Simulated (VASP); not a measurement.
# Sc (P6_3/mmc) in VASP: a series of runs

The runs below take Sc through single point, with PBE.

Program: VASP 6.6.1. These are calculated values, not measurements. Logs are shortened: lines on timing, memory, paths and dates and some standing lists are left out, and cuts for length are marked.

### Step 1. The cell of the first run

The structure is hexagonal, space group P6_3/mmc (No. 194). The conventional cell has a = 2.777 Å, b = 2.777 Å, c = 8.854 Å, α = 90.00°, β = 90.00°, γ = 120.00°. Within 3.6 Å of Sc (site symmetry -3m) lie 12 Sc at 2.73 to 2.78 Å. Sc (site symmetry -6m2) has 12 Sc at 2.73 to 2.78 Å within 3.6 Å.

### Step 2. Single point, PBE (volume scaled by 0.6)

File INCAR:

```
SYSTEM = Sc
ALGO     = Normal         ! electronic algorithm
EDIFF    = 1E-7           ! SCF threshold, eV
ENCUT    = 520            ! plane-wave cutoff, eV
GGA      = PE             ! functional
ISIF     = 2              ! what is computed and relaxed
ISMEAR   = -1             ! smearing method
LASPH    = .TRUE.         ! aspherical terms in the spheres
LCHARG   = .TRUE.         ! write CHGCAR
LELF     = .TRUE.         ! ELF
LREAL    = .FALSE.        ! projectors in reciprocal space
LVHAR    = .TRUE.       
LWAVE    = .FALSE.        ! write WAVECAR
NBANDS   = 30             ! bands
NELM     = 60             ! most SCF steps
PREC     = Accurate       ! precision mode
SIGMA    = 0.05           ! smearing width, eV
```

File KPOINTS:

```
k-points
0
G
  12 12 4
  0 0 0
```

File POSCAR:

```
Sc
1.0
    2.7766321006      0.0000000000      0.0000000000
   -1.3883160502      2.4046339361      0.0000000000
    0.0000000000      0.0000000000      8.8540307599
Sc
4
Direct
    0.0000000000      0.0000000000      0.0000000000
    0.0000000000      0.0000000000      0.5000000000
    0.3333333333      0.6666666667      0.2500000000
    0.6666666667      0.3333333333      0.7500000000
```

Potentials or basis: VASP PAW PBE potentials, release 64 (Sc_sv).

On the command line:

```console
$ cat potpaw_PBE.64/Sc_sv/POTCAR > POTCAR
$ mpirun -np 1 vasp_std > vasp.out
```

OUTCAR:

```text
SYSTEM = Sc
   EDIFF = 1E-7
   ENCUT = 520
   GGA = PE
   ISIF = 2
   ISMEAR = -1
   LASPH = .TRUE.
   LREAL = .FALSE.
   NELM = 60
   PREC = Accurate

 ion  position               nearest neighbor table
   1  0.000  0.000  0.000-   3 2.73   4 2.73   3 2.73   4 2.73   4 2.73   3 2.73
   2  0.000  0.000  0.500-   3 2.73   4 2.73   3 2.73   4 2.73   4 2.73   3 2.73
   3  0.333  0.667  0.250-   1 2.73   2 2.73   1 2.73   2 2.73   1 2.73   2 2.73
   4  0.667  0.333  0.750-   1 2.73   2 2.73   1 2.73   2 2.73   1 2.73   2 2.73

  LATTYP: Found a hexagonal cell.
 ALAT       =     2.7766321006
 C/A-ratio  =     3.1887662604

  Lattice vectors:

 A1 = (   2.7766321006,   0.0000000000,   0.0000000000)
 A2 = (  -1.3883160502,   2.4046339361,   0.0000000000)
 A3 = (   0.0000000000,   0.0000000000,   8.8540307599)

Analysis of symmetry for initial positions (statically):
=====================================================================
 Subroutine PRICEL returns:
 Original cell was already a primitive cell.

 Routine SETGRP: Setting up the symmetry group for a
 hexagonal supercell.

 Subroutine GETGRP returns: Found 24 space group operations
 (whereof 12 operations were pure point group operations)
 out of a pool of 24 trial point group operations.

The static configuration has the point symmetry D_3d.
 The point group associated with its full space group is D_6h.

Analysis of symmetry for dynamics (positions and initial velocities):
=====================================================================
 Subroutine PRICEL returns:
 Original cell was already a primitive cell.

 Routine SETGRP: Setting up the symmetry group for a
 hexagonal supercell.

 Subroutine GETGRP returns: Found 24 space group operations
 (whereof 12 operations were pure point group operations)
 out of a pool of 24 trial point group operations.

The dynamic configuration has the point symmetry D_3d.
 The point group associated with its full space group is D_6h.

 Subroutine INISYM returns: Found 24 space group operations
 (whereof 12 operations are pure point group operations),
 and found     1 'primitive' translations

----------------------------------------------------------------------------------------

                                     Primitive cell

  volume of cell :      59.1164

  direct lattice vectors                    reciprocal lattice vectors
     2.776632101  0.000000000  0.000000000     0.360148541  0.207931857  0.000000000
    -1.388316050  2.404633936  0.000000000     0.000000000  0.415863714  0.000000000
[... 90 lines left out ...]
   LREAL  =      F    real-space projection
   EDIFFG = 0.1E-05   stopping-criterion for IOM
   NSW    =      0    number of steps for IOM
   IBRION =     -1    ionic relax: 0-MD 1-quasi-New 2-CG
   NFREE  =      0    steps in history (QN), initial steepest desc. (CG)
   ISIF   =      2    stress and relaxation
   ISYM   =      2    0-nonsym 1-usesym 2-fastsym
   POTIM  = 0.5000    time-step for ionic-motion
   TEBEG  =    0.0;   TEEND  =   0.0 temperature during run
   PSTRESS=    0.0 pullay stress
   NELECT =      44.0000    total number of electrons
   NUPDOWN=      -1.0000    fix difference up-down
   EMIN   =  10.00;   EMAX   =-10.00  energy-range for DOS
   EFERMI =   0.00;   METHOD = LEGACY
   ISMEAR =    -1;   SIGMA  =   0.05  broadening in eV -4-tet -1-fermi 0-gaus
   EFERMI_NEDOS =   21; number of points for ismear=-14 and -15
   IALGO  =     38    algorithm
   IMIX   =      4    mixing-type and parameters
     AMIX     =   0.40;   BMIX     =  1.00
     AMIX_MAG =   1.60;   BMIX_MAG =  1.00
  volume/ion in A,a.u.               =      14.78        99.73
  Fermi-wavevector in a.u.,A,eV,Ry     =   1.483621  2.803637 29.948205  2.201131
  Thomas-Fermi vector in A             =   2.597260
   LORBIT       =      0    0 simple, 1 ext, 2 COOP (PROOUT), +10 PAW based schemes
   GGA     = PE    functional components
   LHFCALC =     F    Hartree Fock is set to
   AEXX    =    0.0000 exact exchange contribution
   IVDW    =     0    specifies the selected vdW correction
   LEPSILON=     F    determine dielectric tensor
   LRPA    =     F    only Hartree local field effects (RPA)
 non-spin polarized calculation
  energy-cutoff  :      520.00
  volume of cell :       59.12
 maximum number of plane-waves:      1613
 NGX is ok and might be reduce to    24
   NGX = 11   NGY = 11   NGZ = 33

 number of electron      43.9999998 magnetization

 Free energy of the ion-electron system (eV)
  ---------------------------------------------------
  ext. energy  EPLUGINS =         0.00000000
  ---------------------------------------------------
  free energy    TOTEN  =       -19.87308669 eV

  energy without entropy =      -19.84280323  energy(sigma->0) =      -19.85794496

 E-fermi :   7.3161     XC(G=0): -12.1548

 val. band max:        7.3041495542   @ k =   0.3333   0.2500   0.0000
 cond. band min:       7.3356080303   @ k =   0.3333   0.2500   0.2500
 fundamental gap:      0.0314584761
 Fermi energy:         7.3161487614

 k-point     1 :       0.0000    0.0000    0.0000
  band No.  band energies     occupation
      1     -41.1679      2.00000
      2     -40.9323      2.00000
      3     -40.9250      2.00000
      4     -40.6785      2.00000
      5     -20.7360      2.00000
      6     -19.7899      2.00000
[... 781 lines left out ...]
     29      10.1514      0.00000
     30      10.3007      0.00000

 [... further k-points ...]

------------------------ aborting loop because EDIFF is reached ----------------------------------------

  FORCE on cell =-STRESS in cart. coord.  units (eV):
  Direction    XX          YY          ZZ          XY          YZ          ZX
  --------------------------------------------------------------------------------------
  -------------------------------------------------------------------------------------
  Total       21.2446519     21.2446519     21.3656640      0.0000000      0.0000000      0.0000000
  in kB      575.7737520    575.7737520    579.0534296      0.0000000      0.0000000      0.0000000
  external PRESSURE =     576.8669778 kB  Pullay stress =       0.0000000 kB

 VOLUME and BASIS-vectors are now :
 -----------------------------------------------------------------------------
  energy-cutoff  :      520.00
  volume of cell :       59.12
      direct lattice vectors                 reciprocal lattice vectors
     2.776632101  0.000000000  0.000000000     0.360148541  0.207931857  0.000000000
    -1.388316050  2.404633936  0.000000000     0.000000000  0.415863714  0.000000000
     0.000000000  0.000000000  8.854030760     0.000000000  0.000000000  0.112942910

 POSITION                                       TOTAL-FORCE (eV/Angst)
 -----------------------------------------------------------------------------------
      0.00000      0.00000      0.00000         0.000000     -0.000000     -0.000000
      0.00000      0.00000      4.42702         0.000000     -0.000000     -0.000000
     -0.00000      1.60309      2.21351        -0.000000      0.000000      0.000000
      1.38832      0.80154      6.64052         0.000000     -0.000000      0.000000
 -----------------------------------------------------------------------------------
    total drift:                               -0.000000      0.000000      0.000000

  FREE ENERGIE OF THE ION-ELECTRON SYSTEM (eV)
  ---------------------------------------------------
  free  energy   TOTEN  =       -19.8730866935 eV

  energy  without entropy=      -19.8428032299  energy(sigma->0) =      -19.85794496
```

Wall time 89 s (1 thread of Intel Xeon Platinum 8488C (Sapphire Rapids), shared host); peak memory 0.22 GiB.

Results:

| Item | Value |
| --- | --- |
| Free energy | -19.8731 eV |
| Pressure | 57.7 GPa |
| Band gap on the k mesh | zero (band 22 reaches 9.04 eV, above the bottom of band 23 at 6.78 eV) |

Stress tensor (GPa, compression positive):
```
57.58  0.00  0.00
 0.00 57.58  0.00
 0.00  0.00 57.91
```

Levels at points of the mesh, in eV from the Fermi level:
| k point | band 20 | band 21 | band 22 | band 23 | band 24 | band 25 |
| --- | --- | --- | --- | --- | --- | --- |
| (0.00, 0.00, 0.00) | -2.47 | 1.13 | 1.19 | 1.83 | 1.83 | 1.92 |
| (0.50, 0.00, 0.00) | -1.47 | -0.78 | -0.60 | -0.48 | 1.01 | 1.23 |
| (0.00, 0.00, 0.50) | -2.50 | 1.72 | 1.72 | 1.87 | 1.87 | 2.02 |
| (0.50, 0.00, 0.50) | -2.00 | -1.35 | -1.35 | 0.96 | 0.96 | 2.15 |

### Step 3. Single point, PBE (volume scaled by 0.6)

File INCAR:

```
PREC = Accurate
ENCUT = 520
EDIFF = 1E-6
ISMEAR = -1
SIGMA = 0.05
LREAL = F
LASPH = T
NELM = 60
ALGO = Normal
ISIF = 2
LWAVE = F
LCHARG = F
GGA = PE
NBANDS = 30
```

File KPOINTS:

```
regular mesh
0
Gamma
  12 12 4
```

POSCAR is that of step 2.

Potentials or basis: VASP PAW PBE potentials, release 64 (Sc_sv).

On the command line:

```console
$ cat potpaw_PBE.64/Sc_sv/POTCAR > POTCAR
$ mpirun -np 1 vasp_std > vasp.out
```

OUTCAR:

```text
PREC = Accurate
   ENCUT = 520
   EDIFF = 1E-6
   ISMEAR = -1
   LREAL = F
   LASPH = T
   NELM = 60
   ISIF = 2
   GGA = PE

 ion  position               nearest neighbor table
   1  0.000  0.000  0.000-   3 2.73   4 2.73   3 2.73   4 2.73   4 2.73   3 2.73
   2  0.000  0.000  0.500-   3 2.73   4 2.73   3 2.73   4 2.73   4 2.73   3 2.73
   3  0.333  0.667  0.250-   1 2.73   2 2.73   1 2.73   2 2.73   1 2.73   2 2.73
   4  0.667  0.333  0.750-   1 2.73   2 2.73   1 2.73   2 2.73   1 2.73   2 2.73

  LATTYP: Found a hexagonal cell.
 ALAT       =     2.7766321006
 C/A-ratio  =     3.1887662604

  Lattice vectors:

 A1 = (   2.7766321006,   0.0000000000,   0.0000000000)
 A2 = (  -1.3883160502,   2.4046339361,   0.0000000000)
 A3 = (   0.0000000000,   0.0000000000,   8.8540307599)

Analysis of symmetry for initial positions (statically):
=====================================================================
 Subroutine PRICEL returns:
 Original cell was already a primitive cell.

 Routine SETGRP: Setting up the symmetry group for a
 hexagonal supercell.

 Subroutine GETGRP returns: Found 24 space group operations
 (whereof 12 operations were pure point group operations)
 out of a pool of 24 trial point group operations.

The static configuration has the point symmetry D_3d.
 The point group associated with its full space group is D_6h.

Analysis of symmetry for dynamics (positions and initial velocities):
=====================================================================
 Subroutine PRICEL returns:
 Original cell was already a primitive cell.

 Routine SETGRP: Setting up the symmetry group for a
 hexagonal supercell.

 Subroutine GETGRP returns: Found 24 space group operations
 (whereof 12 operations were pure point group operations)
 out of a pool of 24 trial point group operations.

The dynamic configuration has the point symmetry D_3d.
[... 116 lines left out ...]
   NUPDOWN=      -1.0000    fix difference up-down
   EMIN   =  10.00;   EMAX   =-10.00  energy-range for DOS
   EFERMI =   0.00;   METHOD = LEGACY
   ISMEAR =    -1;   SIGMA  =   0.05  broadening in eV -4-tet -1-fermi 0-gaus
   EFERMI_NEDOS =   21; number of points for ismear=-14 and -15
   IALGO  =     38    algorithm
   IMIX   =      4    mixing-type and parameters
     AMIX     =   0.40;   BMIX     =  1.00
     AMIX_MAG =   1.60;   BMIX_MAG =  1.00
  volume/ion in A,a.u.               =      14.78        99.73
  Fermi-wavevector in a.u.,A,eV,Ry     =   1.483621  2.803637 29.948205  2.201131
  Thomas-Fermi vector in A             =   2.597260
   LORBIT       =      0    0 simple, 1 ext, 2 COOP (PROOUT), +10 PAW based schemes
   GGA     = PE    functional components
   LHFCALC =     F    Hartree Fock is set to
   AEXX    =    0.0000 exact exchange contribution
   IVDW    =     0    specifies the selected vdW correction
   LEPSILON=     F    determine dielectric tensor
   LRPA    =     F    only Hartree local field effects (RPA)
 non-spin polarized calculation
  energy-cutoff  :      520.00
  volume of cell :       59.12
 maximum number of plane-waves:      1613
 NGX is ok and might be reduce to    24
   NGX = 11   NGY = 11   NGZ = 33

 number of electron      43.9999998 magnetization

 Free energy of the ion-electron system (eV)
  ---------------------------------------------------
  ext. energy  EPLUGINS =         0.00000000
  ---------------------------------------------------
  free energy    TOTEN  =       -19.87308649 eV

  energy without entropy =      -19.84280279  energy(sigma->0) =      -19.85794464

 E-fermi :   7.3161     XC(G=0): -12.1548

 val. band max:        7.3041215003   @ k =   0.3333   0.2500   0.0000
 cond. band min:       7.3355809598   @ k =   0.3333   0.2500   0.2500
 fundamental gap:      0.0314594595
 Fermi energy:         7.3161364121

 k-point     1 :       0.0000    0.0000    0.0000
  band No.  band energies     occupation
      1     -41.1680      2.00000
      2     -40.9324      2.00000
      3     -40.9251      2.00000
      4     -40.6786      2.00000
      5     -20.7361      2.00000
      6     -19.7899      2.00000
[... 781 lines left out ...]
     29      10.1514      0.00000
     30      10.3006      0.00000

 [... further k-points ...]
[... 5 lines left out ...]
  --------------------------------------------------------------------------------------
  -------------------------------------------------------------------------------------
  Total       21.2455812     21.2455812     21.3679095      0.0000000      0.0000000      0.0000000
  in kB      575.7989393    575.7989393    579.1142881      0.0000000      0.0000000      0.0000000
  external PRESSURE =     576.9040556 kB  Pullay stress =       0.0000000 kB

 VOLUME and BASIS-vectors are now :
 -----------------------------------------------------------------------------
  energy-cutoff  :      520.00
  volume of cell :       59.12
      direct lattice vectors                 reciprocal lattice vectors
     2.776632101  0.000000000  0.000000000     0.360148541  0.207931857  0.000000000
    -1.388316050  2.404633936  0.000000000     0.000000000  0.415863714  0.000000000
     0.000000000  0.000000000  8.854030760     0.000000000  0.000000000  0.112942910

 POSITION                                       TOTAL-FORCE (eV/Angst)
 -----------------------------------------------------------------------------------
      0.00000      0.00000      0.00000        -0.000000      0.000000     -0.000000
      0.00000      0.00000      4.42702        -0.000000      0.000000     -0.000000
     -0.00000      1.60309      2.21351        -0.000000      0.000000      0.000000
      1.38832      0.80154      6.64052         0.000000     -0.000000     -0.000000
 -----------------------------------------------------------------------------------
    total drift:                               -0.000000      0.000000      0.000000

  FREE ENERGIE OF THE ION-ELECTRON SYSTEM (eV)
  ---------------------------------------------------
  free  energy   TOTEN  =       -19.8730864924 eV

  energy  without entropy=      -19.8428027864  energy(sigma->0) =      -19.85794464
```

OSZICAR:

```text
N       E                     dE             d eps       ncg     rms          rms(c)
DAV:   1     0.796698780657E+03    0.79670E+03   -0.19620E+04  3420   0.173E+03
DAV:   2     0.355427091561E+02   -0.76116E+03   -0.74929E+03  4588   0.755E+02
DAV:   3    -0.185066910869E+02   -0.54049E+02   -0.50491E+02  5184   0.255E+02
DAV:   4    -0.210936859386E+02   -0.25870E+01   -0.24488E+01  5626   0.514E+01
DAV:   5    -0.211598192937E+02   -0.66133E-01   -0.65677E-01  5602   0.891E+00    0.223E+01
DAV:   6    -0.200789421553E+02    0.10809E+01   -0.19882E+00  4436   0.158E+01    0.940E+00
DAV:   7    -0.198836769176E+02    0.19527E+00   -0.72818E-01  4542   0.926E+00    0.109E+00
DAV:   8    -0.198748329520E+02    0.88440E-02   -0.40283E-02  5268   0.253E+00    0.278E-01
DAV:   9    -0.198731789813E+02    0.16540E-02   -0.12647E-02  4970   0.158E+00    0.461E-02
DAV:  10    -0.198731024595E+02    0.76522E-04   -0.47089E-04  5342   0.287E-01    0.290E-02
DAV:  11    -0.198730863191E+02    0.16140E-04   -0.71436E-05  5034   0.105E-01    0.130E-02
DAV:  12    -0.198730864924E+02   -0.17331E-06   -0.74456E-06  4560   0.345E-02
   1 F= -.19873086E+02 E0= -.19857945E+02  d E =-.302837E-01
```

It took 73 s on 1 thread of Intel Xeon Platinum 8488C (Sapphire Rapids), shared host; peak memory 0.22 GiB.

What came out:

```
Free energy            : -19.8731 eV
Pressure               : 57.7 GPa
Band gap on the k mesh : zero (band 22 reaches 9.04 eV, above the bottom of band 23 at 6.78 eV)
```
